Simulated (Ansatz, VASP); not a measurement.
# Sr2AgMoO6 in VASP and in Ansatz

```
CELL_PARAMETERS angstrom
0.00000 5.71613 0.00000
5.71613 0.00000 0.00000
2.85807 2.85807 -4.08563
ATOMIC_POSITIONS crystal
Sr 0.75000 0.25000 0.50000
Sr 0.25000 0.75000 0.50000
Ag 0.00000 0.00000 0.00000
Mo 0.50000 0.50000 0.00000
O 0.26114 0.26114 0.47772
O 0.73886 0.73886 0.52228
O 0.29333 0.22558 0.00000
O 0.22558 0.70667 0.00000
O 0.70667 0.77442 0.00000
O 0.77442 0.29333 0.00000
```

Alike in both runs: task single point; functional PBE; k mesh 6 × 6 × 6; no spin polarisation.

|  | VASP | Ansatz |
| --- | --- | --- |
| version | VASP 6.6.1 | Ansatz 0.2.0 |
| potentials or method | VASP PAW PBE potentials, release 64 (Sr_sv, Ag, Mo_sv, O), cutoff 600 eV | PAW plane waves |
| occupations | methfessel-paxton of order 1, width 0.0674 eV | cold, width 0.0674 eV |
| valence electrons in the cell | 81 | 89 |

|  | VASP | Ansatz | Ansatz less VASP |
| --- | --- | --- | --- |
| pressure (GPa) | 2.1 | 2.0 | -0.14 |
| traceless stress, the component that is largest in VASP (GPa) | 0.14 | 0.14 | +0.003 |
| rms of the force components (eV/Å) | 0.840 | 0.862 | +0.0220 |

Atom by atom the forces differ by 0.022 eV/Å (rms over components). VASP's potentials hold 81 valence electrons a cell and Ansatz's 89, so a difference there can come from the potentials and not from the codes.
